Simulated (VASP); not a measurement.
Here is a VASP 6.6.1 calculation.

File POSCAR:

```
Ti2O
1.0
    2.9193980238      0.0000000000      0.0000000000
   -1.4596990119      2.5282728524      0.0000000000
    0.0000000000      0.0000000000      4.7130000000
Ti O
2 1
Direct
    0.6666666667      0.3333333333      0.2787400000
    0.3333333333      0.6666666667      0.7212600000
    0.0000000000      0.0000000000      0.0000000000
```

INCAR.step1

```
ALGO     = Normal         # electronic algorithm
EDIFF    = 1E-5           # SCF threshold, eV
ENCUT    = 660            # plane-wave cutoff, eV
GGA      = PE             # functional
GGA_COMPAT= F            
ISMEAR   = 0              # smearing method
LASPH    = T              # aspherical terms in the spheres
LCHARG   = F              # write CHGCAR
LREAL    = F              # projectors in reciprocal space
LWAVE    = T              # write WAVECAR
NBANDS   = 22             # bands
NELM     = 120            # most SCF steps
PREC     = Accurate       # precision mode
SIGMA    = 0.02           # smearing width, eV
```

File INCAR.step2:

```
ALGO     = Normal         # electronic algorithm
EDIFF    = 1E-6           # SCF threshold, eV
ENCUT    = 660            # plane-wave cutoff, eV
GGA_COMPAT= F            
ISIF     = 2              # what is computed and relaxed
ISMEAR   = 0              # smearing method
ISTART   = 1            
LASPH    = T              # aspherical terms in the spheres
LCHARG   = F              # write CHGCAR
LMIXTAU  = T            
LREAL    = F              # projectors in reciprocal space
LWAVE    = F              # write WAVECAR
METAGGA  = R2SCAN         # meta-GGA
NBANDS   = 22             # bands
NELM     = 120            # most SCF steps
PREC     = Accurate       # precision mode
SIGMA    = 0.02           # smearing width, eV
```

KPOINTS

```
k-points
0
Gamma
  18 18 10
```

Potentials or basis: VASP PAW PBE potentials, release 64 (Ti_sv, O).

Command:

```sh
$ cat potpaw_PBE.64/Ti_sv/POTCAR potpaw_PBE.64/O/POTCAR > POTCAR
$ cp INCAR.step1 INCAR
$ mpirun -np 1 vasp_std > vasp.out
$ cp INCAR.step2 INCAR
$ mpirun -np 1 vasp_std > vasp.out
```

(1) What does it give for the largest force?

(2) Estimate the pressure.

Results:

(1) 1.022 eV/Å.

(2) 10.0 GPa.

Caveat: the stress differs along the axes, from 7 to 15 GPa; the PAW data sets were made with another functional, which shifts forces and pressure a little.
